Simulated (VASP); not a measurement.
Set up this calculation in VASP 6.6.1, as the native input.

```yaml
Task: electric field gradients
Functional: PBE
Potentials_or_basis: VASP PAW PBE potentials, release 64 (K_sv, Cl)
Cutoff: 520 eV
k_mesh: 7 × 7 × 7
Occupations: fermi-dirac, width 0.01 eV
Spin: no spin polarisation
Dipole_correction: no
Further_INCAR_settings: ALGO = Normal; EDIFF = 1e-08; NBANDS = 15
```

The structure of KCl lies in POSCAR:

```
KCl
1.0
    3.6340000000      0.0000000000      0.0000000000
    0.0000000000      3.6340000000      0.0000000000
    0.0000000000      0.0000000000      3.6340000000
K Cl
1 1
Direct
    0.0000000000      0.0000000000      0.0000000000
    0.5000000000      0.5000000000      0.5000000000
```

The input as run:

INCAR

```
PREC = Accurate
ENCUT = 520
EDIFF = 1E-8
ISMEAR = -1
SIGMA = 0.01
LREAL = False
LASPH = True
NELM = 60
ALGO = Normal
ISIF = 2
LWAVE = False
LCHARG = False
GGA = PE
LEFG = True
NBANDS = 15
```

KPOINTS

```
regular mesh
0
Gamma
  7 7 7
```

Potentials or basis: VASP PAW PBE potentials, release 64 (K_sv, Cl).

The run is started by

```sh
$ cat potpaw_PBE.64/K_sv/POTCAR potpaw_PBE.64/Cl/POTCAR > POTCAR
$ mpirun -np 1 vasp_std > vasp.out
```

Results of the run:

```yaml
Pressure: 4.5 GPa
Band_gap_on_the_k_mesh: 5.61 eV, indirect (least direct gap 5.81 eV)
```

Caveat: without QUAD_EFG the Cq values of the log hold for a quadrupole moment of 1 mb, not for the nuclei.

It took 10 s on 1 thread of Intel(R) Xeon(R) Platinum 8488C (Sapphire Rapids) (shared host), peak memory 0.15 GiB.
